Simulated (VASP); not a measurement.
Runs of VASP 6.6.1 on Re. The structure is that of space group Fd-3m (No. 227), or close to it. The cells are those of the table. This isn't the form of Re at room conditions, which is hcp.

```csv
task,cell,k mesh,cutoff (eV),gap on the mesh (eV),pressure (GPa)
single point,"a = 4.119 Å, angles 60.0°, 2 atoms",11 × 11 × 11,520,none,(a)
single point,"a = 4.015 Å, angles 60.0°, 2 atoms",16 × 16 × 16,520,none,-1.6
single point,"a = 3.847 Å, angles 60.0°, 2 atoms",11 × 11 × 11,520,none,25.6
single point,"a = 4.015 Å, angles 60.0°, 2 atoms",11 × 11 × 11,520,none,-1.6
relaxation of cell and atoms,"relaxed from a = 3.830 Å, angles 60.0°, 2 atoms",10 × 10 × 10,600,none,0.0
single point,"a = 3.905 Å, angles 60.0°, 2 atoms",11 × 11 × 11,520,none,14.6
single point,"a = 4.015 Å, angles 60.0°, 2 atoms",10 × 10 × 10,520,none,-1.6
single point,"a = 4.068 Å, angles 60.0°, 2 atoms",11 × 11 × 11,520,none,-7.6
single point,"a = 4.169 Å, angles 60.0°, 2 atoms",11 × 11 × 11,520,none,-16.2
single point,"a = 3.961 Å, angles 60.0°, 2 atoms",11 × 11 × 11,520,none,(b)
```

Alike in all rows: level RPBE; potentials or basis VASP PAW PBE potentials, release 64 (Re); no spin polarisation; smearing fermi-dirac 0.1 eV.

**Question.** Fill in the values left out.

**Answer.** (a) -12.3; (b) 5.7.

Caveats: the PAW data sets were made with another functional, which shifts forces and pressure a little; spin-orbit coupling is left out, which moves the levels of the heavy elements; the cell stands under tension (at least some runs); the cell stands under pressure (at least some runs).

A k mesh can miss the band edges, and the runs leave out spin-orbit coupling on Re.

A gap of «none» marks levels without a gap at the run's occupations.
